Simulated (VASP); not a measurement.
# Si4C11 in VASP: a series of runs

Si4C11 is run at these levels: PBE; tasks: single point.

All numbers are computed with VASP 6.6.1; they aren't measurements. Logs are shortened: lines on timing, memory, paths and dates and some standing lists are left out, and cuts for length are marked.

## (1) The cell of the first run

The cell holds an amorphous packing of atoms, 15 atoms: a = 5.571 Å, b = 5.478 Å, c = 5.585 Å, α = 91.93°, β = 88.57°, γ = 86.53°.

## (2) Single point, PBE

INCAR reads:

```
PREC = Accurate
ENCUT = 520
EDIFF = 1E-7
ISMEAR = -1
SIGMA = 0.1379
LREAL = Auto
LASPH = True
NELM = 80
ALGO = Normal
ISIF = 2
LWAVE = False
LCHARG = False
GGA = PE
ISYM = 0
NBANDS = 43
```

KPOINTS reads:

```
Automatic mesh
0
Gamma
  1 1 1
  0.25 0.25 0.25
```

POSCAR reads:

```
Si4C11
1.0
    5.5684850000      0.1677970000      0.0711490000
    0.1677970000      5.4749150000     -0.0943290000
    0.0711490000     -0.0943290000      5.5837510000
C Si
11 4
Direct
    0.9045401511      0.8661666361      0.7264132132
    0.2079331487      0.4161941956      0.5144589984
    0.5491417233      1.0491222135      0.2667077677
    0.6186223955      0.6564356017     -0.1094668174
    0.8023239553      0.6544017469      0.6745061725
    0.2935833260      1.0428147659      0.2486256128
    0.9228596347      0.0970653431      0.6581918744
    0.6792351370      0.5630130830      0.4583679610
    0.3906775741      0.6206855716      0.8008912522
    0.4024446062      0.5585941957      0.5568991348
    0.1505856356      0.2555697030      0.3322649268
    0.0731964859      0.3911452975      0.8201444670
    0.1152022905      0.8206441442     -0.0099488652
    0.7305687362      0.7442566775      0.1825874315
    0.7983206193      0.2311976249      0.3840298264
```

Potentials or basis: VASP PAW PBE potentials, release 64 (C, Si).

Command:

```sh
$ cat potpaw_PBE.64/C/POTCAR potpaw_PBE.64/Si/POTCAR > POTCAR
$ mpirun -np 1 vasp_std > vasp.out
```

OUTCAR:

```text
PREC = Accurate
   ENCUT = 520
   EDIFF = 1E-7
   ISMEAR = -1
   LREAL = Auto
   LASPH = True
   NELM = 80
   ISIF = 2
   GGA = PE
   ISYM = 0

 ion  position               nearest neighbor table
   1  0.905  0.866  0.726-   7 1.34   5 1.35  13 1.92
   2  0.208  0.416  0.514-  11 1.38  10 1.39  12 1.86
   3  0.549  0.049  0.267-   6 1.43  15 1.88  14 1.94
   4  0.619  0.656  0.891-   9 1.40   5 1.56  14 1.82
   5  0.802  0.654  0.675-   1 1.35   8 1.49   4 1.56  12 2.21
   6  0.294  0.043  0.249-  11 1.43   3 1.43  13 2.16
   7  0.923  0.097  0.658-   1 1.34  15 1.85  12 2.05
   8  0.679  0.563  0.458-   5 1.49  10 1.63  14 1.89  15 1.93
   9  0.391  0.621  0.801-  10 1.39   4 1.40  13 2.08  12 2.23
  10  0.402  0.559  0.557-   9 1.39   2 1.39   8 1.63  12 2.55
  11  0.151  0.256  0.332-   2 1.38   6 1.43  15 1.99
  12  0.073  0.391  0.820-   2 1.86   7 2.05   5 2.21   9 2.23  13 2.53  10 2.55  15 3.04
  13  0.115  0.821  0.990-   1 1.92   9 2.08   6 2.16  14 2.44  12 2.53
  14  0.731  0.744  0.183-   4 1.82   8 1.89   3 1.94  13 2.44  15 2.91  15 3.07
  15  0.798  0.231  0.384-   7 1.85   3 1.88   8 1.93  11 1.99  14 2.91  12 3.04  14 3.07

IMPORTANT INFORMATION: All symmetrisations will be switched off!
NOSYMM: (Re-)initialisation of all symmetry stuff for point group C_1.

----------------------------------------------------------------------------------------

                                     Primitive cell

  volume of cell :     169.9950

  direct lattice vectors                    reciprocal lattice vectors
     5.568485000  0.167797000  0.071149000     0.179779798 -0.005551035 -0.002384558
     0.167797000  5.474915000 -0.094329000    -0.005551035  0.182875815  0.003160142
     0.071149000 -0.094329000  5.583751000    -0.002384558  0.003160142  0.179174851

  length of vectors
     5.571466881  5.478297915  5.585000928     0.179881282  0.182987333  0.179218581

  position of ions in fractional coordinates (direct lattice)
     0.904540151  0.866166636  0.726413213
     0.207933149  0.416194196  0.514458998
     0.549141723  0.049122213  0.266707768
     0.618622395  0.656435602  0.890533183
     0.802323955  0.654401747  0.674506173
     0.293583326  0.042814766  0.248625613
     0.922859635  0.097065343  0.658191874
     0.679235137  0.563013083  0.458367961
     0.390677574  0.620685572  0.800891252
     0.402444606  0.558594196  0.556899135
     0.150585636  0.255569703  0.332264927
     0.073196486  0.391145298  0.820144467
     0.115202291  0.820644144  0.990051135
     0.730568736  0.744256677  0.182587431
     0.798320619  0.231197625  0.384029826

  ion indices of the primitive-cell ions
   primitive index   ion index
                 1           1
                 2           2
                 3           3
                 4           4
                 5           5
                 6           6
                 7           7
                 8           8
                 9           9
                10          10
                11          11
                12          12
                13          13
                14          14
                15          15

----------------------------------------------------------------------------------------

 KPOINTS: Automatic mesh

Automatic generation of k-mesh.
 Grid dimensions read from file:
 generate k-points for:    1    1    1

 Generating k-lattice:

  Cartesian coordinates                     Fractional coordinates (reciprocal lattice)
     0.179779798 -0.005551035 -0.002384558     1.000000000  0.000000000  0.000000000
    -0.005551035  0.182875815  0.003160142    -0.000000000  1.000000000  0.000000000
    -0.002384558  0.003160142  0.179174851     0.000000000  0.000000000  1.000000000

  Length of vectors
     0.179881282  0.182987333  0.179218581

  Shift w.r.t. Gamma in fractional coordinates (k-lattice)
     0.250000000  0.250000000  0.250000000

 Subroutine IBZKPT returns following result:
 ===========================================

 Found      1 irreducible k-points:

 Following reciprocal coordinates:
            Coordinates               Weight
  0.250000  0.250000  0.250000      2.000000
   k-points           NKPTS =      1   k-points in BZ     NKDIM =      1   number of bands    NBANDS=     43
   number of dos      NEDOS =    301   number of ions     NIONS =     15
   total plane-waves  NPLWV =  74088
   dimension x,y,z NGX =    42 NGY =   42 NGZ =   42
   dimension x,y,z NGXF=    84 NGYF=   84 NGZF=   84
   ions per type =              11   4
   NGX,Y,Z   is equivalent  to a cutoff of  12.53, 12.75, 12.50 a.u.
   NGXF,Y,Z  is equivalent  to a cutoff of  25.06, 25.49, 25.00 a.u.
 SYSTEM =  unknown system
   PREC   = accura    normal or accurate (medium, high low for compatibility)
   ISTART =      0    job   : 0-new  1-cont  2-samecut
   ICHARG =      2    charge: 1-file 2-atom 10-const
   ISPIN  =      1    spin polarized calculation?
   LNONCOLLINEAR =      F non collinear calculations
   LSORBIT =      F    spin-orbit coupling
   LASPH  =      T    aspherical Exc in radial PAW
   ENCUT  =  520.0 eV  38.22 Ry    6.18 a.u.  10.36 10.19 10.38*2*pi/ulx,y,z
   NELM   =     80;   NELMIN=  2; NELMDL= -5     # of ELM steps
   EDIFF  = 0.1E-06   stopping-criterion for ELM
   LREAL  =      T    real-space projection
   EDIFFG = 0.1E-05   stopping-criterion for IOM
   NSW    =      0    number of steps for IOM
   IBRION =     -1    ionic relax: 0-MD 1-quasi-New 2-CG
   NFREE  =      0    steps in history (QN), initial steepest desc. (CG)
   ISIF   =      2    stress and relaxation
   ISYM   =      0    0-nonsym 1-usesym 2-fastsym
   POTIM  = 0.5000    time-step for ionic-motion
   TEBEG  =    0.0;   TEEND  =   0.0 temperature during run
   PSTRESS=    0.0 pullay stress
   NELECT =      60.0000    total number of electrons
   NUPDOWN=      -1.0000    fix difference up-down
   EMIN   =  10.00;   EMAX   =-10.00  energy-range for DOS
   EFERMI =   0.00;   METHOD = LEGACY
   ISMEAR =    -1;   SIGMA  =   0.14  broadening in eV -4-tet -1-fermi 0-gaus
   EFERMI_NEDOS =   21; number of points for ismear=-14 and -15
   IALGO  =     38    algorithm
   IMIX   =      4    mixing-type and parameters
     AMIX     =   0.40;   BMIX     =  1.00
     AMIX_MAG =   1.60;   BMIX_MAG =  1.00
  volume/ion in A,a.u.               =      11.33        76.48
  Fermi-wavevector in a.u.,A,eV,Ry     =   1.156946  2.186312 18.211735  1.338525
  Thomas-Fermi vector in A             =   2.293562
   LORBIT       =      0    0 simple, 1 ext, 2 COOP (PROOUT), +10 PAW based schemes
   GGA     = PE    functional components
   LHFCALC =     F    Hartree Fock is set to
   AEXX    =    0.0000 exact exchange contribution
   IVDW    =     0    specifies the selected vdW correction
   LEPSILON=     F    determine dielectric tensor
   LRPA    =     F    only Hartree local field effects (RPA)
 non-spin polarized calculation
  energy-cutoff  :      520.00
  volume of cell :      169.99
 maximum number of plane-waves:      4584
 NGX is ok and might be reduce to    42
   NGX = 21   NGY = 21   NGZ = 21

 number of electron      59.9999999 magnetization

 Free energy of the ion-electron system (eV)
  ---------------------------------------------------
  ext. energy  EPLUGINS =         0.00000000
  ---------------------------------------------------
  free energy    TOTEN  =      -110.53706890 eV

  energy without entropy =     -110.27325705  energy(sigma->0) =     -110.40516297

 E-fermi :   5.7214     XC(G=0): -10.0864

 val. band max:        5.5159093799   @ k =   0.2500   0.2500   0.2500
 cond. band min:       5.9269663803   @ k =   0.2500   0.2500   0.2500
 fundamental gap:      0.4110570004
 Fermi energy:         5.7213885893

 k-point     1 :       0.2500    0.2500    0.2500
  band No.  band energies     occupation
      1     -12.6695      2.00000
      2     -11.3439      2.00000
      3     -10.1244      2.00000
      4      -8.8546      2.00000
      5      -8.3057      2.00000
      6      -7.9590      2.00000
      7      -6.2844      2.00000
      8      -5.3873      2.00000
      9      -4.9132      2.00000
     10      -3.7843      2.00000
     11      -3.5036      2.00000
     12      -2.9253      2.00000
     13      -2.0249      2.00000
     14      -1.7398      2.00000
     15      -1.0652      2.00000
     16      -0.9159      2.00000
     17      -0.3205      2.00000
     18       0.0209      2.00000
     19       0.3868      2.00000
     20       1.0306      2.00000
     21       1.2100      2.00000
     22       1.4191      2.00000
     23       2.0140      2.00000
     24       2.2008      2.00000
     25       2.7092      2.00000
     26       3.1644      2.00000
     27       3.8139      2.00000
     28       3.9584      1.99999
     29       4.3479      1.99991
     30       5.5159      1.63217
     31       5.9270      0.36761
     32       6.9330      0.00031
     33       7.4567      0.00001
     34       7.5229      0.00000
     35       8.5435      0.00000
     36       8.7641      0.00000
     37       9.2362      0.00000
     38       9.4588      0.00000
     39      10.0459      0.00000
     40      10.4093      0.00000
     41      10.9006      0.00000
     42      11.2728      0.00000
 [bands above 42 left out]

------------------------ aborting loop because EDIFF is reached ----------------------------------------

  FORCE on cell =-STRESS in cart. coord.  units (eV):
  Direction    XX          YY          ZZ          XY          YZ          ZX
  --------------------------------------------------------------------------------------
  -------------------------------------------------------------------------------------
  Total       -7.1242326      6.6406001      8.7163788      2.7341618     -0.9515717      1.6743238
  in kB      -67.1448277     62.5866633     82.1505669     25.7690666     -8.9684208     15.7802511
  external PRESSURE =      25.8641342 kB  Pullay stress =       0.0000000 kB

 VOLUME and BASIS-vectors are now :
 -----------------------------------------------------------------------------
  energy-cutoff  :      520.00
  volume of cell :      169.99
      direct lattice vectors                 reciprocal lattice vectors
     5.568485000  0.167797000  0.071149000     0.179779798 -0.005551035 -0.002384558
     0.167797000  5.474915000 -0.094329000    -0.005551035  0.182875815  0.003160142
     0.071149000 -0.094329000  5.583751000    -0.002384558  0.003160142  0.179174851

 POSITION                                       TOTAL-FORCE (eV/Angst)
 -----------------------------------------------------------------------------------
      5.23394      4.82545      4.03876         2.737949      4.146774      0.691693
      1.26431      2.26499      2.84815         1.276825      0.533349     -2.323652
      3.08511      0.33593      1.52367         0.539717     -1.279056     -0.655582
      3.61830      3.61373      4.95461        -0.600504     -0.834274     -1.014203
      4.62553      3.65380      3.76163        -2.684801     -3.064063      1.730306
      1.65969      0.26022      1.40511         1.174527      1.326163     -2.084789
      5.20205      0.62419      3.73168        -0.291774     -0.096148      0.940168
      3.90940      3.15319      2.55463        -1.885939     -0.340487     -0.032576
      2.33661      3.38821      4.44122         1.078003      2.691968      3.389732
      2.37436      3.07325      3.08553         0.847867     -1.501775     -1.994904
      0.90506      1.39315      1.84189        -0.561168     -1.778944     -0.112477
      0.53158      2.07641      4.54779        -1.703920     -1.412139     -0.641316
      0.84965      4.41890      5.45899         1.349187     -0.125974      1.833158
      4.20604      4.18011      1.00130        -0.267864      1.376619      0.537675
      4.51155      1.36352      2.17932        -1.008104      0.357988     -0.263234
 -----------------------------------------------------------------------------------
    total drift:                               -0.003614      0.050831      0.011778

  FREE ENERGIE OF THE ION-ELECTRON SYSTEM (eV)
  ---------------------------------------------------
  free  energy   TOTEN  =      -110.5370688980 eV

  energy  without entropy=     -110.2732570508  energy(sigma->0) =     -110.40516297
```

It took 10 s on 1 thread of Intel Xeon 6975P-C (Granite Rapids), shared host; peak memory 0.24 GiB.

What came out:

* Free energy: -110.5371 eV
* Pressure: 2.6 GPa
* Largest force: 5.017 eV/Å
* Band gap on the k mesh: 0.41 eV

Forces on the atoms (eV/Å):
```
C    2.738  4.147  0.692
C    1.277  0.533 -2.324
C    0.540 -1.279 -0.656
C   -0.601 -0.834 -1.014
C   -2.685 -3.064  1.730
C    1.175  1.326 -2.085
C   -0.292 -0.096  0.940
C   -1.886 -0.340 -0.033
C    1.078  2.692  3.390
C    0.848 -1.502 -1.995
C   -0.561 -1.779 -0.112
Si  -1.704 -1.412 -0.641
Si   1.349 -0.126  1.833
Si  -0.268  1.377  0.538
Si  -1.008  0.358 -0.263
```

Stress tensor (GPa, compression positive):
```
-6.71  2.58  1.58
 2.58  6.26 -0.90
 1.58 -0.90  8.22
```

Levels at points of the mesh, in eV from the valence-band top:
```
           k point  band 28  band 29  band 30  band 31  band 32  band 33
(0.25, 0.25, 0.25)    -1.56    -1.17     0.00     0.41     1.42     1.94
```

Caveat: the k points lie up to 1.15 Å⁻¹ apart.

## (3) Single point, PBE

INCAR reads:

```
SYSTEM = Si4C11
ALGO = Normal
EDIFF = 1E-6
ENCUT = 520
GGA = PE
ISIF = 2
ISMEAR = -1
ISYM = 0
LASPH = .TRUE.
LCHARG = .TRUE.
LELF = .TRUE.
LREAL = Auto
LVHAR = .TRUE.
LWAVE = .FALSE.
NBANDS = 43
NELM = 80
PREC = Accurate
SIGMA = 0.1379
```

KPOINTS is that of step 2.

POSCAR reads:

```
Si4C11
1.0
    5.5684850000      0.1677970000      0.0711490000
    0.1677970000      5.4749150000     -0.0943290000
    0.0711490000     -0.0943290000      5.5837510000
C Si
11 4
Direct
    0.9674552610      0.9062055637      0.6965145814
    0.2563999896      0.4886167490      0.4421155468
    0.6152940554      1.1322345928      0.1335607552
    0.6837695770      0.6712060571     -0.1340988030
    0.8342843377      0.6737338305      0.6793442512
    0.3620414335      1.1547534294      0.1076269071
    0.9293328320      0.1521044197      0.6261704285
    0.7094085830      0.6193613325      0.4444050288
    0.4470378130      0.6472254345      0.7955861274
    0.4682536596      0.5855780568      0.5196879683
    0.1948747894      0.3133284496      0.2624223059
    0.0797287608      0.4294299383      0.7167006686
    0.1752891571      0.8727721399     -0.0330516037
    0.7695425049      0.8067610720      0.1581191184
    0.8164216594      0.2824906310      0.3149328246
```

Potentials or basis: VASP PAW PBE potentials, release 64 (C, Si).

Command:

```sh
$ cat potpaw_PBE.64/C/POTCAR potpaw_PBE.64/Si/POTCAR > POTCAR
$ mpirun -np 1 vasp_std > vasp.out
```

It took 11 s on 1 thread of Intel Xeon 6975P-C (Granite Rapids), shared host; peak memory 0.24 GiB.

It converged, with:

- Free energy: -111.2689 eV
- Pressure: -1.3 GPa
- Largest force: 8.041 eV/Å
- Band gap on the k mesh: 0.38 eV

Forces in eV/Å, atoms in the order of the input:
```
C    0.372  3.251  0.486
C    0.635 -0.956 -0.680
C   -0.741 -1.956  0.650
C   -5.811 -0.132  5.556
C    4.571  2.207 -5.191
C   -2.050 -0.458  0.490
C   -0.352 -3.450 -0.525
C    0.738 -0.185 -1.875
C   -0.702  0.260 -0.692
C   -2.590  0.161  1.811
C    0.183 -0.363 -1.772
Si   1.387 -0.507  0.271
Si   1.099  0.117 -0.077
Si   0.602  0.888 -0.037
Si   2.659  1.123  1.587
```

Stress tensor (GPa, compression positive):
```
-0.65  0.84 -3.42
 0.84 -4.66  2.32
-3.42  2.32  1.35
```

Levels at points of the mesh, in eV from the valence-band top:
```csv
k point,band 27,band 28,band 29,band 30,band 31,band 32,band 33,band 34
"(0.25, 0.25, 0.25)",-1.89,-1.73,-1.00,0.00,0.38,1.33,2.15,2.62
```

Caveat: the k points lie up to 1.15 Å⁻¹ apart.
